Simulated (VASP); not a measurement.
# Ag (I4/mmm) in VASP: notebook

Runs on Ag. Level: PBEsol. Tasks: single point.

All numbers are computed with VASP 6.6.1; they aren't measurements. Logs are shortened: lines on timing, memory, paths and dates and some standing lists are left out, and cuts for length are marked.

## Step 1: The cell of the first run

The structure is tetragonal, space group I4/mmm (No. 139). Conventional cell: a = 3.179 Å, b = 3.179 Å, c = 3.046 Å, α = 90.00°, β = 90.00°, γ = 90.00°. Within 3.6 Å of Ag (site symmetry 4/mmm) lie 14 Ag at 2.72 to 3.18 Å.

## Step 2: Single point, PBEsol (strain -0.040 along x and y, -0.080 along z)

INCAR

```
PREC     = Accurate       # precision mode
ENCUT    = 520            # plane-wave cutoff, eV
EDIFF    = 1E-7           # SCF threshold, eV
ISMEAR   = 0              # smearing method
SIGMA    = 0.15           # smearing width, eV
LREAL    = False          # projectors in reciprocal space
LASPH    = True           # aspherical terms in the spheres
NELM     = 60             # most SCF steps
ALGO     = Normal         # electronic algorithm
ISIF     = 2              # what is computed and relaxed
LWAVE    = False          # write WAVECAR
LCHARG   = True           # write CHGCAR
GGA      = PS             # functional
LELF     = True           # ELF
LVHAR    = True         
NBANDS   = 12             # bands
```

KPOINTS

```
regular mesh
0
Gamma
  20 20 20
```

POSCAR

```
Ag
1.0
   -1.5894278400      1.5894278400      1.5232016800
    1.5894278400     -1.5894278400      1.5232016800
    1.5894278400      1.5894278400     -1.5232016800
Ag
1
Direct
    0.0000000000      0.0000000000      0.0000000000
```

Potentials or basis: VASP PAW PBE potentials, release 64 (Ag).

The run is started by

```bash
> cat potpaw_PBE.64/Ag/POTCAR > POTCAR
> mpirun -np 1 vasp_std > vasp.out
```

OUTCAR:

```text
PREC = Accurate
   ENCUT = 520
   EDIFF = 1E-7
   ISMEAR = 0
   LREAL = False
   LASPH = True
   NELM = 60
   ISIF = 2
   GGA = PS

 ion  position               nearest neighbor table
   1  0.000  0.000  0.000-

  LATTYP: Found a body centered tetragonal cell.
 ALAT       =     3.1788556800
 C/A-ratio  =     0.9583333333

  Lattice vectors:

 A1 = (  -1.5894278400,   1.5894278400,   1.5232016800)
 A2 = (   1.5894278400,  -1.5894278400,   1.5232016800)
 A3 = (   1.5894278400,   1.5894278400,  -1.5232016800)

Analysis of symmetry for initial positions (statically):
=====================================================================
 Subroutine PRICEL returns:
 Original cell was already a primitive cell.

 Routine SETGRP: Setting up the symmetry group for a
 body centered tetragonal supercell.

 Subroutine GETGRP returns: Found 16 space group operations
 (whereof 16 operations were pure point group operations)
 out of a pool of 16 trial point group operations.

The static configuration has the point symmetry D_4h.

Analysis of symmetry for dynamics (positions and initial velocities):
=====================================================================
 Subroutine PRICEL returns:
 Original cell was already a primitive cell.

 Routine SETGRP: Setting up the symmetry group for a
 body centered tetragonal supercell.

 Subroutine GETGRP returns: Found 16 space group operations
 (whereof 16 operations were pure point group operations)
 out of a pool of 16 trial point group operations.

The dynamic configuration has the point symmetry D_4h.

 Subroutine INISYM returns: Found 16 space group operations
 (whereof 16 operations are pure point group operations),
 and found     1 'primitive' translations

----------------------------------------------------------------------------------------

                                     Primitive cell

  volume of cell :      15.3921

  direct lattice vectors                    reciprocal lattice vectors
    -1.589427840  1.589427840  1.523201680     0.000000000  0.314578610  0.328255940
     1.589427840 -1.589427840  1.523201680     0.314578610  0.000000000  0.328255940
     1.589427840  1.589427840 -1.523201680     0.314578610  0.314578610  0.000000000

  length of vectors
     2.715272560  2.715272560  2.715272560     0.454655544  0.454655544  0.444881336

  position of ions in fractional coordinates (direct lattice)
     0.000000000  0.000000000  0.000000000

  ion indices of the primitive-cell ions
   primitive index   ion index
                 1           1

----------------------------------------------------------------------------------------

 KPOINTS: regular mesh

Automatic generation of k-mesh.
 Grid dimensions read from file:
 generate k-points for:   20   20   20

 Generating k-lattice:

  Cartesian coordinates                     Fractional coordinates (reciprocal lattice)
     0.000000000  0.015728930  0.016412797     0.050000000  0.000000000 -0.000000000
     0.015728930  0.000000000  0.016412797     0.000000000  0.050000000 -0.000000000
     0.015728930  0.015728930  0.000000000     0.000000000  0.000000000  0.050000000

  Length of vectors
     0.022732777  0.022732777  0.022244067

  Shift w.r.t. Gamma in fractional coordinates (k-lattice)
     0.000000000  0.000000000  0.000000000

 Subroutine IBZKPT returns following result:
 ===========================================

 Found    641 irreducible k-points:

 Following reciprocal coordinates:
            Coordinates               Weight
  0.000000  0.000000  0.000000      1.000000
  0.050000 -0.000000  0.000000      8.000000
  0.100000 -0.000000  0.000000      8.000000
  0.150000 -0.000000  0.000000      8.000000
  0.200000 -0.000000  0.000000      8.000000
  0.250000  0.000000  0.000000      8.000000
[... 16 lines left out ...]
 -0.400000  0.050000  0.000000     16.000000
 -0.350000  0.050000  0.000000     16.000000
 [... further k-points ...]
   k-points           NKPTS =    641   k-points in BZ     NKDIM =    641   number of bands    NBANDS=     12
   number of dos      NEDOS =    301   number of ions     NIONS =      1
   total plane-waves  NPLWV =   8000
   dimension x,y,z NGX =    20 NGY =   20 NGZ =   20
   dimension x,y,z NGXF=    40 NGYF=   40 NGZF=   40
   ions per type =               1
   NGX,Y,Z   is equivalent  to a cutoff of  12.25, 12.25, 12.25 a.u.
   NGXF,Y,Z  is equivalent  to a cutoff of  24.49, 24.49, 24.49 a.u.
 SYSTEM =  unknown system
   PREC   = accura    normal or accurate (medium, high low for compatibility)
   ISTART =      0    job   : 0-new  1-cont  2-samecut
   ICHARG =      2    charge: 1-file 2-atom 10-const
   ISPIN  =      1    spin polarized calculation?
   LNONCOLLINEAR =      F non collinear calculations
   LSORBIT =      F    spin-orbit coupling
   LASPH  =      T    aspherical Exc in radial PAW
   ENCUT  =  520.0 eV  38.22 Ry    6.18 a.u.   5.05  5.05  5.05*2*pi/ulx,y,z
   NELM   =     60;   NELMIN=  2; NELMDL= -5     # of ELM steps
   EDIFF  = 0.1E-06   stopping-criterion for ELM
   LREAL  =      F    real-space projection
   EDIFFG = 0.1E-05   stopping-criterion for IOM
   NSW    =      0    number of steps for IOM
   IBRION =     -1    ionic relax: 0-MD 1-quasi-New 2-CG
   NFREE  =      0    steps in history (QN), initial steepest desc. (CG)
   ISIF   =      2    stress and relaxation
   ISYM   =      2    0-nonsym 1-usesym 2-fastsym
   POTIM  = 0.5000    time-step for ionic-motion
   TEBEG  =    0.0;   TEEND  =   0.0 temperature during run
   PSTRESS=    0.0 pullay stress
   NELECT =      11.0000    total number of electrons
   NUPDOWN=      -1.0000    fix difference up-down
   EMIN   =  10.00;   EMAX   =-10.00  energy-range for DOS
   EFERMI =   0.00;   METHOD = LEGACY
   ISMEAR =     0;   SIGMA  =   0.15  broadening in eV -4-tet -1-fermi 0-gaus
   EFERMI_NEDOS =   21; number of points for ismear=-14 and -15
   IALGO  =     38    algorithm
   IMIX   =      4    mixing-type and parameters
     AMIX     =   0.40;   BMIX     =  1.00
     AMIX_MAG =   1.60;   BMIX_MAG =  1.00
  volume/ion in A,a.u.               =      15.39       103.87
  Fermi-wavevector in a.u.,A,eV,Ry     =   1.463657  2.765911 29.147659  2.142292
  Thomas-Fermi vector in A             =   2.579726
   LORBIT       =      0    0 simple, 1 ext, 2 COOP (PROOUT), +10 PAW based schemes
   GGA     = PS    functional components
   LHFCALC =     F    Hartree Fock is set to
   AEXX    =    0.0000 exact exchange contribution
   IVDW    =     0    specifies the selected vdW correction
   LEPSILON=     F    determine dielectric tensor
   LRPA    =     F    only Hartree local field effects (RPA)
 non-spin polarized calculation
 Gauss-broadening in eV      SIGMA  =   0.15
  energy-cutoff  :      520.00
  volume of cell :       15.39
 maximum number of plane-waves:       430
   NGX = 11   NGY = 11   NGZ = 11

 number of electron      11.0000002 magnetization

 Free energy of the ion-electron system (eV)
  ---------------------------------------------------
  ext. energy  EPLUGINS =         0.00000000
  ---------------------------------------------------
  free energy    TOTEN  =        -3.22445917 eV

  energy without entropy =       -3.22017818  energy(sigma->0) =       -3.22231867

 E-fermi :   9.7671     XC(G=0): -13.0340

 val. band max:        9.7548184843   @ k =   0.3500   0.1000   0.0500
 cond. band min:       9.7752012902   @ k =  -0.4500   0.5000   0.0500
 fundamental gap:      0.0203828059
 Fermi energy:         9.7671452778

 k-point     1 :       0.0000    0.0000    0.0000
  band No.  band energies     occupation
      1       1.1252      2.00000
      2       4.2740      2.00000
      3       4.5165      2.00000
      4       4.5165      2.00000
      5       5.8672      2.00000
      6       6.1494      2.00000
      7      27.7411      0.00000
      8      27.7411      0.00000
      9      28.5876      0.00000
     10      35.2966      0.00000
     11      35.4771      0.00000
     12      35.6218      0.00000

 k-point     2 :       0.0500   -0.0000    0.0000
  band No.  band energies     occupation
      1       1.2171      2.00000
      2       4.2853      2.00000
      3       4.5172      2.00000
      4       4.5352      2.00000
      5       5.8665      2.00000
      6       6.1263      2.00000
      7      27.6912      0.00000
      8      27.8254      0.00000
      9      28.4686      0.00000
     10      34.0655      0.00000
     11      34.8507      0.00000
     12      35.0490      0.00000

 k-point     3 :       0.1000   -0.0000    0.0000
  band No.  band energies     occupation
      1       1.4849      2.00000
      2       4.2595      2.00000
      3       4.5188      2.00000
      4       4.6518      2.00000
      5       5.8620      2.00000
      6       6.0734      2.00000
      7      27.3928      0.00000
      8      28.0682      0.00000
      9      28.0975      0.00000
     10      32.9544      0.00000
     11      33.6121      0.00000
     12      33.7773      0.00000

 k-point     4 :       0.1500   -0.0000    0.0000
  band No.  band energies     occupation
      1       1.8984      2.00000
      2       4.1624      2.00000
      3       4.5308      2.00000
      4       4.9006      2.00000
      5       5.8485      2.00000
      6       6.0314      2.00000
      7      26.4457      0.00000
      8      27.5289      0.00000
      9      28.4394      0.00000
     10      32.2615      0.00000
     11      32.2831      0.00000
     12      32.7464      0.00000

 k-point     5 :       0.2000   -0.0000    0.0000
  band No.  band energies     occupation
      1       2.3772      2.00000
      2       4.0253      2.00000
      3       4.6124      2.00000
      4       5.2487      2.00000
      5       5.8356      2.00000
      6       6.0285      2.00000
      7      24.8293      0.00000
      8      26.7541      0.00000
      9      28.8838      0.00000
     10      30.7043      0.00000
     11      31.7638      0.00000
     12      32.9326      0.00000
[... 228 lines left out ...]
      1       2.6733      2.00000
      2       3.4222      2.00000
      3       5.9751      2.00000
      4       6.2185      2.00000
      5       7.0859      2.00000
      6       9.5651      1.94320
      7      14.9051      0.00000
      8      23.0724      0.00000
      9      24.5407      0.00000
     10      31.0024      0.00000
     11      32.6261      0.00000
     12      35.3457      0.00000

 k-point    22 :      -0.4500    0.0500   -0.0000
  band No.  band energies     occupation
      1       2.7309      2.00000
      2       3.4669      2.00000
      3       5.9815      2.00000
      4       6.1487      2.00000
      5       6.8832      2.00000
      6       8.6879      2.00000
      7      16.1079      0.00000
      8      23.2969      0.00000
      9      24.9072      0.00000
     10      30.8786      0.00000
     11      32.5283      0.00000
     12      35.7100      0.00000

 k-point    23 :      -0.4000    0.0500    0.0000
  band No.  band energies     occupation
      1       2.8269      2.00000
      2       3.5516      2.00000
      3       5.9478      2.00000
      4       6.0487      2.00000
      5       6.4989      2.00000
      6       7.6177      2.00000
      7      17.8581      0.00000
      8      23.7375      0.00000
      9      25.6040      0.00000
     10      30.6334      0.00000
     11      32.3984      0.00000
     12      36.1813      0.00000

 k-point    24 :      -0.3500    0.0500    0.0000
  band No.  band energies     occupation
      1       2.9155      2.00000
      2       3.6694      2.00000
      3       5.6661      2.00000
      4       5.9128      2.00000
      5       6.1548      2.00000
      6       6.7437      2.00000
      7      19.8397      0.00000
      8      24.3646      0.00000
      9      26.5585      0.00000
     10      30.2885      0.00000
     11      32.3223      0.00000
     12      35.6032      0.00000

 [... further k-points ...]

------------------------ aborting loop because EDIFF is reached ----------------------------------------

  FORCE on cell =-STRESS in cart. coord.  units (eV):
  Direction    XX          YY          ZZ          XY          YZ          ZX
  --------------------------------------------------------------------------------------
  -------------------------------------------------------------------------------------
  Total        1.2027179      1.2027179      1.1234882      0.0000000     -0.0000000      0.0000000
  in kB      125.1916410    125.1916410    116.9445692      0.0000000     -0.0000000      0.0000000
  external PRESSURE =     122.4426171 kB  Pullay stress =       0.0000000 kB

 VOLUME and BASIS-vectors are now :
 -----------------------------------------------------------------------------
  energy-cutoff  :      520.00
  volume of cell :       15.39
      direct lattice vectors                 reciprocal lattice vectors
    -1.589427840  1.589427840  1.523201680     0.000000000  0.314578610  0.328255940
     1.589427840 -1.589427840  1.523201680     0.314578610  0.000000000  0.328255940
     1.589427840  1.589427840 -1.523201680     0.314578610  0.314578610  0.000000000

 POSITION                                       TOTAL-FORCE (eV/Angst)
 -----------------------------------------------------------------------------------
      0.00000      0.00000      0.00000         0.000000     -0.000000     -0.000000
 -----------------------------------------------------------------------------------
    total drift:                                0.000000     -0.000000      0.000000

  FREE ENERGIE OF THE ION-ELECTRON SYSTEM (eV)
  ---------------------------------------------------
  free  energy   TOTEN  =        -3.2244591652 eV

  energy  without entropy=       -3.2201781780  energy(sigma->0) =       -3.22231867
```

It took 2 min on 1 thread of Intel Xeon 8259CL, shared host; peak memory 0.22 GiB.

What came out:

* Free energy: -3.2245 eV
* Pressure: 12.2 GPa
* Band gap on the k mesh: zero (an odd number of electrons rules out a gap without spin polarisation)

Caveat: the cell differs from its parent crystal (strain -0.040 along x and y, -0.080 along z); the cell stands under pressure; the PAW data sets were made with another functional, which shifts forces and pressure a little.

## Step 3: Single point, PBEsol (strain -0.040 along x and y, +0.000 along z)

INCAR

```
ALGO = Fast
EDIFF = 1E-6
ENCUT = 520
GGA = PS
ISIF = 2
ISMEAR = 0
LASPH = T
LCHARG = F
LREAL = F
LWAVE = F
NBANDS = 12
NELM = 100
PREC = Accurate
SIGMA = 0.15
```

KPOINTS

```
k-points
0
Gamma
  20 20 20
```

POSCAR

```
Ag
1.0
   -1.5894278400      1.5894278400      1.6556540000
    1.5894278400     -1.5894278400      1.6556540000
    1.5894278400      1.5894278400     -1.6556540000
Ag
1
Direct
    0.0000000000      0.0000000000      0.0000000000
```

Potentials or basis: VASP PAW PBE potentials, release 64 (Ag).

The run is started by

```bash
> cat potpaw_PBE.64/Ag/POTCAR > POTCAR
> mpirun -np 1 vasp_std > vasp.out
```

Run time: 2.1 min. Hardware: 1 thread of Intel Xeon 8259CL, shared host; peak memory 0.24 GiB.

The run converged. Its results:

* Free energy: -3.2721 eV
* Pressure: 0.2 GPa
* Band gap on the k mesh: zero (an odd number of electrons rules out a gap without spin polarisation)

Stress tensor (GPa, compression positive):
```
-0.11  0.00  0.00
 0.00 -0.11  0.00
 0.00  0.00  0.74
```

Levels at points of the mesh, in eV from the Fermi level:
```csv
k point,band 2,band 3,band 4,band 5,band 6,band 7,band 8,band 9,band 10,band 11
"(0.00, 0.00, 0.00)",-5.03,-5.03,-4.84,-3.70,-3.49,17.55,18.23,18.23,23.84,24.52
"(0.50, 0.00, 0.00)",-5.71,-3.76,-3.44,-2.55,-0.26,4.12,13.59,14.94,20.49,21.86
"(0.50, 0.50, 0.00)",-5.93,-3.50,-3.38,-2.51,-0.02,4.53,12.95,13.99,19.80,20.85
"(0.50, 0.50, 0.50)",-6.47,-2.83,-2.76,-2.76,6.11,7.30,7.30,12.55,13.86,14.11
```

Caveat: the cell differs from its parent crystal (strain -0.040 along x and y, +0.000 along z); the PAW data sets were made with another functional, which shifts forces and pressure a little.

## Step 4: Single point, PBEsol (strain +0.000 along x and y, -0.040 along z)

INCAR

```
PREC = Accurate
ENCUT = 520
EDIFF = 1E-6
ISMEAR = 0
SIGMA = 0.15
LREAL = F
LASPH = T
NELM = 80
ALGO = Normal
ISIF = 2
LWAVE = F
LCHARG = T
GGA = PS
LELF = T
LVHAR = T
NBANDS = 12
```

KPOINTS

```
Automatic mesh
0
Gamma
  20 20 20
```

POSCAR

```
Ag
1.0
   -1.6556540000      1.6556540000      1.5894278400
    1.6556540000     -1.6556540000      1.5894278400
    1.6556540000      1.6556540000     -1.5894278400
Ag
1
Direct
    0.0000000000      0.0000000000      0.0000000000
```

The run is started by

```bash
> cat potpaw_PBE.64/Ag/POTCAR > POTCAR
> mpirun -np 1 vasp_std > vasp.out
```

It took 2 min on 1 thread of Intel Xeon 8259CL, shared host; peak memory 0.25 GiB.

It converged, with:

```
Free energy            : -3.2635 eV
Pressure               : -4.1 GPa
Band gap on the k mesh : zero (an odd number of electrons rules out a gap without spin polarisation)
```

Stress tensor (GPa, compression positive):
```
-3.79  0.00  0.00
 0.00 -3.79  0.00
 0.00  0.00 -4.70
```

Levels at points of the mesh, in eV from the Fermi level:
| k point | band 2 | band 3 | band 4 | band 5 | band 6 | band 7 | band 8 | band 9 | band 10 | band 11 |
| --- | --- | --- | --- | --- | --- | --- | --- | --- | --- | --- |
| (0.00, 0.00, 0.00) | -4.92 | -4.74 | -4.74 | -3.62 | -3.41 | 17.61 | 17.61 | 18.37 | 23.50 | 23.50 |
| (0.50, 0.00, 0.00) | -5.63 | -3.54 | -3.30 | -2.52 | 0.01 | 4.16 | 13.02 | 13.94 | 19.51 | 20.57 |
| (0.50, 0.50, 0.00) | -5.42 | -3.71 | -3.45 | -2.55 | -0.23 | 3.75 | 13.68 | 14.89 | 20.20 | 21.58 |
| (0.50, 0.50, 0.50) | -6.20 | -2.78 | -2.78 | -2.72 | 6.40 | 6.40 | 7.59 | 12.23 | 12.97 | 14.00 |

Caveat: the cell differs from its parent crystal (strain +0.000 along x and y, -0.040 along z); the cell stands under tension; the PAW data sets were made with another functional, which shifts forces and pressure a little.

## Step 5: Overview

| cell | gap on the mesh (eV) | pressure (GPa) |
| --- | --- | --- |
| a = 2.715 Å, angles 108.3, 108.3, 111.8°, 1 atom | none | 12.2 |
| a = 2.792 Å, angles 110.6, 110.6, 107.3°, 1 atom | none | 0.2 |
| a = 2.830 Å, angles 108.4, 108.4, 111.7°, 1 atom | none | -4.1 |

Alike in all rows: task single point; level PBEsol; potentials or basis VASP PAW PBE potentials, release 64 (Ag); no spin polarisation; k mesh 20 × 20 × 20; cutoff (eV) 520; smearing gaussian 0.15 eV.

Caveats: the PAW data sets were made with another functional, which shifts forces and pressure a little; the cell stands under pressure (at least some runs); the cell stands under tension (at least some runs).

Total energies depend on the potentials used, so only differences within one code and one set of settings carry meaning.

The gap in the log of VASP goes by the Fermi energy; the results here count the filled bands.